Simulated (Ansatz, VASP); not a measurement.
**One calculation of Pt, two programs**

```xyz
1
Lattice="0.0000 1.9590 1.9590 1.9590 0.0000 1.9590 1.9590 1.9590 0.0000" Properties=species:S:1:pos:R:3 pbc="T T T"
Pt    0.0000    0.0000    0.0000
```

Alike in both runs: functional PBEsol; k mesh 18 × 18 × 18; occupations gaussian, width 0.1 eV; no spin polarisation.

Ansatz relaxed the structure, and its values are those at the end. VASP's run is a single point on that final structure, the one shown.

```csv
,VASP,Ansatz
version,VASP 6.6.1,Ansatz 0.2.0
potentials or method,"VASP PAW PBE potentials, release 64 (Pt), cutoff 500 eV","scalar-relativistic, plane waves, PAW"
valence electrons in the cell,10,18
```

|  | VASP | Ansatz | Ansatz less VASP |
| --- | --- | --- | --- |
| gap on the k mesh at the Fermi level (eV) | none | none | - |
| pressure (GPa) | -0.4 | 0.0 | +0.38 |

VASP's potentials were made for PBE, not for PBEsol, and Ansatz warns of the same on its side. A gap of «none» marks a metal or a gap that the smearing closes. VASP's potentials hold 10 valence electrons a cell and Ansatz's 18, so a difference there can come from the potentials and not from the codes.

Spin-orbit coupling is off throughout.
